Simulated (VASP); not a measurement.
# TaN (I4/mmm) in VASP: notebook

TaN is run at these levels: r2SCAN; tasks: single point.

All numbers are computed with VASP 6.6.1; they aren't measurements. Logs are shortened: lines on timing, memory, paths and dates and some standing lists are left out, and cuts for length are marked.

## 1. The cell of the first run

The structure is tetragonal, space group I4/mmm (No. 139). Conventional cell: a = 3.082 Å, b = 3.082 Å, c = 4.271 Å, α = 90.00°, β = 90.00°, γ = 90.00°. Ta (site symmetry 4/mmm) has 6 N at 2.14 to 2.18 Å within 2.8 Å. N (site symmetry 4/mmm) has 6 Ta at 2.14 to 2.18 Å within 2.8 Å.

## 2. Single point, r2SCAN (strain -0.0200 x Voigt [0, 1, 0, 0, 0, 0])

File POSCAR:

```
TaN
1.0
    0.0000000000      2.1354200000      2.1790000000
    2.1790000000      0.0000000000      2.1790000000
    2.1790000000      2.1354200000      0.0000000000
Ta N
1 1
Direct
    0.5000000000      0.5000000000      0.5000000000
    0.0000000000      0.0000000000      0.0000000000
```

File INCAR.step1:

```
PREC = Accurate
ENCUT = 520
ISMEAR = 0
SIGMA = 0.15
LREAL = False
LASPH = True
NELM = 60
NBANDS = 15
GGA = PE
ALGO = Normal
EDIFF = 1E-4
LWAVE = True
LCHARG = False
```

File INCAR.step2:

```
PREC = Accurate
ENCUT = 520
EDIFF = 1E-6
ISMEAR = 0
SIGMA = 0.15
LREAL = False
LASPH = True
NELM = 60
ALGO = Normal
ISIF = 2
LWAVE = False
LCHARG = True
METAGGA = R2SCAN
LMIXTAU = True
LELF = True
LVHAR = True
NBANDS = 15
ISTART = 1
```

File KPOINTS:

```
regular mesh
0
Gamma
  18 18 18
```

Potentials or basis: VASP PAW PBE potentials, release 64 (Ta_pv, N).

Started as:

```bash
> cat potpaw_PBE.64/Ta_pv/POTCAR potpaw_PBE.64/N/POTCAR > POTCAR
> cp INCAR.step1 INCAR
> mpirun -np 1 vasp_std > vasp.out
> cp INCAR.step2 INCAR
> mpirun -np 1 vasp_std > vasp.out
```

OUTCAR:

```text
PREC = Accurate
   ENCUT = 520
   EDIFF = 1E-6
   ISMEAR = 0
   LREAL = False
   LASPH = True
   NELM = 60
   ISIF = 2
   METAGGA = R2SCAN
   ISTART = 1

 ion  position               nearest neighbor table
   1  0.500  0.500  0.500-   2 2.14   2 2.14   2 2.18   2 2.18   2 2.18   2 2.18
   2  0.000  0.000  0.000-   1 2.14   1 2.14   1 2.18   1 2.18   1 2.18   1 2.18

  LATTYP: Found a body centered tetragonal cell.
 ALAT       =     3.0815713524
 C/A-ratio  =     1.3859292911

  Lattice vectors:

 A1 = (   0.0000000000,  -2.1354200000,   2.1790000000)
 A2 = (   0.0000000000,  -2.1354200000,  -2.1790000000)
 A3 = (   2.1790000000,   2.1354200000,   0.0000000000)

Analysis of symmetry for initial positions (statically):
=====================================================================
 Subroutine PRICEL returns:
 Original cell was already a primitive cell.

 Routine SETGRP: Setting up the symmetry group for a
 body centered tetragonal supercell.

 Subroutine GETGRP returns: Found 16 space group operations
 (whereof 16 operations were pure point group operations)
 out of a pool of 16 trial point group operations.

The static configuration has the point symmetry D_4h.

Analysis of symmetry for dynamics (positions and initial velocities):
=====================================================================
 Subroutine PRICEL returns:
 Original cell was already a primitive cell.

 Routine SETGRP: Setting up the symmetry group for a
 body centered tetragonal supercell.

 Subroutine GETGRP returns: Found 16 space group operations
 (whereof 16 operations were pure point group operations)
 out of a pool of 16 trial point group operations.

The dynamic configuration has the point symmetry D_4h.

 Subroutine INISYM returns: Found 16 space group operations
 (whereof 16 operations are pure point group operations),
 and found     1 'primitive' translations

----------------------------------------------------------------------------------------

                                     Primitive cell

  volume of cell :      20.2781

  direct lattice vectors                    reciprocal lattice vectors
     0.000000000  2.135420000  2.179000000    -0.229463056  0.234145976  0.229463056
     2.179000000  0.000000000  2.179000000     0.229463056 -0.234145976  0.229463056
     2.179000000  2.135420000  0.000000000     0.229463056  0.234145976 -0.229463056

  length of vectors
     3.050911270  3.081571352  3.050911270     0.400163625  0.400163625  0.400163625

  position of ions in fractional coordinates (direct lattice)
     0.500000000  0.500000000  0.500000000
     0.000000000  0.000000000  0.000000000

  ion indices of the primitive-cell ions
   primitive index   ion index
                 1           1
                 2           2

----------------------------------------------------------------------------------------

 KPOINTS: regular mesh

Automatic generation of k-mesh.
 Grid dimensions read from file:
 generate k-points for:   18   18   18

 Generating k-lattice:

  Cartesian coordinates                     Fractional coordinates (reciprocal lattice)
    -0.012747948  0.013008110  0.012747948     0.055555556  0.000000000  0.000000000
     0.012747948 -0.013008110  0.012747948     0.000000000  0.055555556  0.000000000
     0.012747948  0.013008110 -0.012747948     0.000000000  0.000000000  0.055555556

  Length of vectors
     0.022231312  0.022231312  0.022231312

  Shift w.r.t. Gamma in fractional coordinates (k-lattice)
     0.000000000  0.000000000  0.000000000

 Subroutine IBZKPT returns following result:
 ===========================================

 Found    480 irreducible k-points:

 Following reciprocal coordinates:
            Coordinates               Weight
  0.000000  0.000000  0.000000      1.000000
  0.055556  0.000000 -0.000000      8.000000
  0.111111  0.000000 -0.000000      8.000000
  0.166667  0.000000 -0.000000      8.000000
  0.222222  0.000000 -0.000000      8.000000
  0.277778  0.000000 -0.000000      8.000000
[... 16 lines left out ...]
 -0.277778  0.055556  0.000000     16.000000
 -0.222222  0.055556  0.000000     16.000000
 [... further k-points ...]
   k-points           NKPTS =    480   k-points in BZ     NKDIM =    480   number of bands    NBANDS=     15
   number of dos      NEDOS =    301   number of ions     NIONS =      2
   total plane-waves  NPLWV =  13824
   dimension x,y,z NGX =    24 NGY =   24 NGZ =   24
   dimension x,y,z NGXF=    48 NGYF=   48 NGZF=   48
   ions per type =               1   1
   NGX,Y,Z   is equivalent  to a cutoff of  13.08, 12.95, 13.08 a.u.
   NGXF,Y,Z  is equivalent  to a cutoff of  26.16, 25.90, 26.16 a.u.
 SYSTEM =  unknown system
   PREC   = accura    normal or accurate (medium, high low for compatibility)
   ISTART =      1    job   : 0-new  1-cont  2-samecut
   ICHARG =      0    charge: 1-file 2-atom 10-const
   ISPIN  =      1    spin polarized calculation?
   LNONCOLLINEAR =      F non collinear calculations
   LSORBIT =      F    spin-orbit coupling
   LASPH  =      T    aspherical Exc in radial PAW
   ENCUT  =  520.0 eV  38.22 Ry    6.18 a.u.   5.67  5.73  5.67*2*pi/ulx,y,z
   NELM   =     60;   NELMIN=  2; NELMDL=  0     # of ELM steps
   EDIFF  = 0.1E-05   stopping-criterion for ELM
   LREAL  =      F    real-space projection
   EDIFFG = 0.1E-04   stopping-criterion for IOM
   NSW    =      0    number of steps for IOM
   IBRION =     -1    ionic relax: 0-MD 1-quasi-New 2-CG
   NFREE  =      0    steps in history (QN), initial steepest desc. (CG)
   ISIF   =      2    stress and relaxation
   ISYM   =      2    0-nonsym 1-usesym 2-fastsym
   POTIM  = 0.5000    time-step for ionic-motion
   TEBEG  =    0.0;   TEEND  =   0.0 temperature during run
   PSTRESS=    0.0 pullay stress
   NELECT =      16.0000    total number of electrons
   NUPDOWN=      -1.0000    fix difference up-down
   EMIN   =  10.00;   EMAX   =-10.00  energy-range for DOS
   EFERMI =   0.00;   METHOD = LEGACY
   ISMEAR =     0;   SIGMA  =   0.15  broadening in eV -4-tet -1-fermi 0-gaus
   EFERMI_NEDOS =   21; number of points for ismear=-14 and -15
   IALGO  =     38    algorithm
   IMIX   =      4    mixing-type and parameters
     AMIX     =   0.40;   BMIX     =  1.00
     AMIX_MAG =   1.60;   BMIX_MAG =  1.00
  volume/ion in A,a.u.               =      10.14        68.42
  Fermi-wavevector in a.u.,A,eV,Ry     =   1.512768  2.858716 31.136471  2.288466
  Thomas-Fermi vector in A             =   2.622648
   LORBIT       =      0    0 simple, 1 ext, 2 COOP (PROOUT), +10 PAW based schemes
   METAGGA = R2SCAN    functional components
   LHFCALC =     F    Hartree Fock is set to
   AEXX    =    0.0000 exact exchange contribution
   IVDW    =     0    specifies the selected vdW correction
   LEPSILON=     F    determine dielectric tensor
   LRPA    =     F    only Hartree local field effects (RPA)
 non-spin polarized calculation
 Gauss-broadening in eV      SIGMA  =   0.15
  energy-cutoff  :      520.00
  volume of cell :       20.28
 maximum number of plane-waves:       560
   NGX = 11   NGY = 11   NGZ = 11

 number of electron      15.9999998 magnetization

 Free energy of the ion-electron system (eV)
  ---------------------------------------------------
  ext. energy  EPLUGINS =         0.00000000
  ---------------------------------------------------
  free energy    TOTEN  =       -59.55150375 eV

  energy without entropy =      -59.54301730  energy(sigma->0) =      -59.54726053

 E-fermi :  10.1771     XC(G=0): -14.7608

 val. band max:       10.1743652640   @ k =   0.2778  -0.3889   0.1667
 cond. band min:      10.1814294195   @ k =   0.4444   0.1111   0.0556
 fundamental gap:      0.0070641556
 Fermi energy:        10.1771127754

 k-point     1 :       0.0000    0.0000    0.0000
  band No.  band energies     occupation
      1     -26.8956      2.00000
      2     -26.8956      2.00000
      3     -26.8860      2.00000
      4     -10.2630      2.00000
      5       5.8331      2.00000
      6       5.8331      2.00000
      7       5.9389      2.00000
      8       7.7729      2.00000
      9       7.7729      2.00000
     10       8.0303      2.00000
     11      10.1503      1.19975
     12      10.3546      0.09425
     13      12.4698      0.00000
     14      19.8502      0.00000
     15      20.1683      0.00000

 k-point     2 :       0.0556    0.0000   -0.0000
  band No.  band energies     occupation
      1     -26.9278      2.00000
      2     -26.8990      2.00000
      3     -26.8913      2.00000
      4     -10.1788      2.00000
      5       5.4279      2.00000
      6       5.5375      2.00000
      7       5.6261      2.00000
      8       7.9197      2.00000
      9       7.9596      2.00000
     10       8.1719      2.00000
     11      10.4829      0.00394
     12      10.6961      0.00000
     13      12.7066      0.00000
     14      19.8501      0.00000
     15      20.4220      0.00000

 k-point     3 :       0.1111    0.0000   -0.0000
  band No.  band energies     occupation
      1     -27.0267      2.00000
      2     -26.9088      2.00000
      3     -26.8987      2.00000
      4      -9.9341      2.00000
      5       4.5100      2.00000
      6       4.8906      2.00000
      7       4.9703      2.00000
      8       8.2656      2.00000
      9       8.3119      2.00000
     10       8.4704      2.00000
     11      11.3273      0.00000
     12      11.5591      0.00000
     13      13.3385      0.00000
     14      19.8501      0.00000
     15      21.1368      0.00000
[... 343 lines left out ...]
 k-point    23 :      -0.2778    0.0556    0.0000
  band No.  band energies     occupation
      1     -27.5930      2.00000
      2     -26.9990      2.00000
      3     -26.9327      2.00000
      4      -8.2950      2.00000
      5       0.9221      2.00000
      6       2.5695      2.00000
      7       2.9246      2.00000
      8       9.6579      2.00000
      9      10.0112      1.88218
     10      11.0571      0.00000
     11      14.3369      0.00000
     12      15.9413      0.00000
     13      16.6685      0.00000
     14      19.8489      0.00000
     15      23.6134      0.00000

 k-point    24 :      -0.2222    0.0556    0.0000
  band No.  band energies     occupation
      1     -27.4194      2.00000
      2     -26.9798      2.00000
      3     -26.9174      2.00000
      4      -8.8350      2.00000
      5       1.8681      2.00000
      6       3.0812      2.00000
      7       3.5013      2.00000
      8       9.1686      2.00000
      9       9.3222      2.00000
     10      10.3062      0.22375
     11      13.1733      0.00000
     12      14.9243      0.00000
     13      15.8432      0.00000
     14      19.8495      0.00000
     15      23.5309      0.00000

 [... further k-points ...]
[... 5 lines left out ...]
  --------------------------------------------------------------------------------------
  -------------------------------------------------------------------------------------
  Total        1.9680161      3.9533434      1.9680161      0.0000000      0.0000000      0.0000000
  in kB      155.4932227    312.3542075    155.4932227      0.0000000      0.0000000      0.0000000
  external PRESSURE =     207.7802177 kB  Pullay stress =       0.0000000 kB

 VOLUME and BASIS-vectors are now :
 -----------------------------------------------------------------------------
  energy-cutoff  :      520.00
  volume of cell :       20.28
      direct lattice vectors                 reciprocal lattice vectors
     0.000000000  2.135420000  2.179000000    -0.229463056  0.234145976  0.229463056
     2.179000000  0.000000000  2.179000000     0.229463056 -0.234145976  0.229463056
     2.179000000  2.135420000  0.000000000     0.229463056  0.234145976 -0.229463056

 POSITION                                       TOTAL-FORCE (eV/Angst)
 -----------------------------------------------------------------------------------
      2.17900      2.13542      2.17900        -0.000000      0.000000      0.000000
      0.00000      0.00000      0.00000         0.000000     -0.000000     -0.000000
 -----------------------------------------------------------------------------------
    total drift:                                0.000000     -0.000000     -0.000000

  FREE ENERGIE OF THE ION-ELECTRON SYSTEM (eV)
  ---------------------------------------------------
  free  energy   TOTEN  =       -59.5515037484 eV

  energy  without entropy=      -59.5430173019  energy(sigma->0) =      -59.54726053
```

Run time: 17 min. Hardware: 1 thread of AMD EPYC 7R43 (Zen 3), shared host; peak memory 0.23 GiB.

What came out:

```yaml
Free_energy: -59.5515 eV
Pressure: 20.8 GPa
Band_gap_on_the_k_mesh: zero (bands 8 and 9 overlap by 4.37 eV)
```

Caveat: the cell differs from its parent crystal (strain -0.0200 x Voigt [0, 1, 0, 0, 0, 0]); the stress differs along the axes, from 16 to 31 GPa; the PAW data sets were made with another functional, which shifts forces and pressure a little; spin-orbit coupling is left out, which moves the levels of the heavy elements.

## 3. Single point, r2SCAN (strain -0.0150 x Voigt [0, 1, 0, 0, 0, 0])

File POSCAR:

```
TaN
1.0
    0.0000000000      2.1463150000      2.1790000000
    2.1790000000      0.0000000000      2.1790000000
    2.1790000000      2.1463150000      0.0000000000
Ta N
1 1
Direct
    0.5000000000      0.5000000000      0.5000000000
    0.0000000000      0.0000000000      0.0000000000
```

INCAR.step1: that of step 2 with these lines changed.

```diff
@@ -6,3 +6,3 @@
 LASPH = True
-NELM = 60
+NELM = 80
 NBANDS = 15
```

File INCAR.step2:

```
PREC = Accurate
ENCUT = 520
EDIFF = 1E-7
ISMEAR = 0
SIGMA = 0.15
LREAL = False
LASPH = True
NELM = 80
ALGO = Normal
ISIF = 2
LWAVE = False
LCHARG = False
METAGGA = R2SCAN
LMIXTAU = True
NBANDS = 15
ISTART = 1
```

File KPOINTS:

```
Automatic mesh
0
Gamma
  18 18 18
```

Potentials or basis: VASP PAW PBE potentials, release 64 (Ta_pv, N).

Started as:

```bash
> cat potpaw_PBE.64/Ta_pv/POTCAR potpaw_PBE.64/N/POTCAR > POTCAR
> cp INCAR.step1 INCAR
> mpirun -np 1 vasp_std > vasp.out
> cp INCAR.step2 INCAR
> mpirun -np 1 vasp_std > vasp.out
```

Run time: 14 min. Hardware: 1 thread of AMD EPYC 7R43 (Zen 3), shared host; peak memory 0.23 GiB.

It converged, with:

* Free energy: -59.5701 eV
* Pressure: 18.4 GPa
* Band gap on the k mesh: zero (bands 8 and 9 overlap by 4.34 eV)

Stress tensor (GPa, compression positive):
```
14.63  0.00  0.00
 0.00 25.97  0.00
 0.00  0.00 14.63
```

Levels at points of the mesh, in eV from the Fermi level:
| k point | band 4 | band 5 | band 6 | band 7 | band 8 | band 9 | band 10 | band 11 | band 12 | band 13 |
| --- | --- | --- | --- | --- | --- | --- | --- | --- | --- | --- |
| (0.00, 0.00, 0.00) | -20.40 | -4.32 | -4.32 | -4.24 | -2.37 | -2.37 | -2.18 | 0.01 | 0.18 | 2.20 |
| (0.50, 0.00, 0.00) | -17.11 | -11.22 | -8.35 | -8.35 | 1.97 | 2.12 | 2.21 | 4.21 | 8.08 | 8.47 |
| (0.50, 0.50, 0.00) | -19.17 | -7.25 | -5.93 | -5.13 | -5.06 | 2.31 | 3.67 | 3.89 | 5.16 | 7.87 |
| (0.50, 0.00, 0.50) | -19.16 | -7.07 | -5.96 | -5.18 | -5.18 | 2.35 | 3.79 | 3.79 | 5.21 | 7.94 |

Caveat: the cell differs from its parent crystal (strain -0.0150 x Voigt [0, 1, 0, 0, 0, 0]); the stress differs along the axes, from 15 to 26 GPa; the PAW data sets were made with another functional, which shifts forces and pressure a little; spin-orbit coupling is left out, which moves the levels of the heavy elements.

## 4. Single point, r2SCAN (strain -0.0100 x Voigt [0, 1, 0, 0, 0, 0])

File POSCAR:

```
TaN
1.0
    0.0000000000      2.1572100000      2.1790000000
    2.1790000000      0.0000000000      2.1790000000
    2.1790000000      2.1572100000      0.0000000000
Ta N
1 1
Direct
    0.5000000000      0.5000000000      0.5000000000
    0.0000000000      0.0000000000      0.0000000000
```

File INCAR.step1:

```
PREC = Accurate ; ENCUT = 520
ISMEAR = 0 ; SIGMA = 0.15
LREAL = False ; LASPH = True
NELM = 100 ; NBANDS = 15
GGA = PE ; ALGO = Normal
EDIFF = 1E-4 ; LWAVE = True
LCHARG = False
```

File INCAR.step2:

```
PREC = Accurate ; ENCUT = 520
EDIFF = 1E-6 ; ISMEAR = 0
SIGMA = 0.15 ; LREAL = False
LASPH = True ; NELM = 100
ALGO = Normal ; ISIF = 2
LWAVE = False ; LCHARG = False
METAGGA = R2SCAN ; LMIXTAU = True
NBANDS = 15 ; ISTART = 1
```

KPOINTS is that of step 3.

Started as:

```bash
> cat potpaw_PBE.64/Ta_pv/POTCAR potpaw_PBE.64/N/POTCAR > POTCAR
> cp INCAR.step1 INCAR
> mpirun -np 1 vasp_std > vasp.out
> cp INCAR.step2 INCAR
> mpirun -np 1 vasp_std > vasp.out
```

It took 9.6 min on 1 thread of AMD EPYC 7R43 (Zen 3), shared host; peak memory 0.23 GiB.

Results (log left out):

```yaml
Free_energy: -59.5853 eV
Pressure: 16.1 GPa
Band_gap_on_the_k_mesh: zero (bands 8 and 9 overlap by 4.32 eV)
```

Stress tensor (GPa, compression positive):
```
13.71  0.00  0.00
 0.00 21.01  0.00
 0.00  0.00 13.71
```

Levels at points of the mesh, in eV from the Fermi level:
```csv
k point,band 4,band 5,band 6,band 7,band 8,band 9,band 10,band 11,band 12,band 13
"(0.00, 0.00, 0.00)",-20.35,-4.29,-4.29,-4.24,-2.33,-2.33,-2.21,0.05,0.17,2.13
"(0.50, 0.00, 0.00)",-17.11,-11.17,-8.30,-8.30,1.98,2.07,2.19,4.20,8.09,8.35
"(0.50, 0.50, 0.00)",-19.12,-7.22,-5.90,-5.12,-5.07,2.30,3.68,3.82,5.10,7.81
"(0.50, 0.00, 0.50)",-19.11,-7.10,-5.92,-5.15,-5.15,2.32,3.75,3.75,5.14,7.85
```

Caveat: the cell differs from its parent crystal (strain -0.0100 x Voigt [0, 1, 0, 0, 0, 0]); the stress differs along the axes, from 14 to 21 GPa; the PAW data sets were made with another functional, which shifts forces and pressure a little; spin-orbit coupling is left out, which moves the levels of the heavy elements.

## 5. The runs side by side

| cell | gap on the mesh (eV) | pressure (GPa) |
| --- | --- | --- |
| a = 3.051, b = 3.082 Å, angles 59.7, 60.7, 59.7°, 2 atoms | none | 20.8 |
| a = 3.059, b = 3.082 Å, angles 59.8, 60.5, 59.8°, 2 atoms | none | 18.4 |
| a = 3.066, b = 3.082 Å, angles 59.8, 60.3, 59.8°, 2 atoms | none | 16.1 |

Alike in all rows: task single point; level r2SCAN; potentials or basis VASP PAW PBE potentials, release 64 (Ta_pv, N); no spin polarisation; k mesh 18 × 18 × 18; cutoff (eV) 520; smearing gaussian 0.15 eV.

Caveats: the PAW data sets were made with another functional, which shifts forces and pressure a little; spin-orbit coupling is left out, which moves the levels of the heavy elements; the stress differs along the axes, from 16 to 31 GPa (at least some runs); the stress differs along the axes, from 15 to 26 GPa (at least some runs); the stress differs along the axes, from 14 to 21 GPa (at least some runs).

Absolute energies hang on the potentials; compare differences alone.
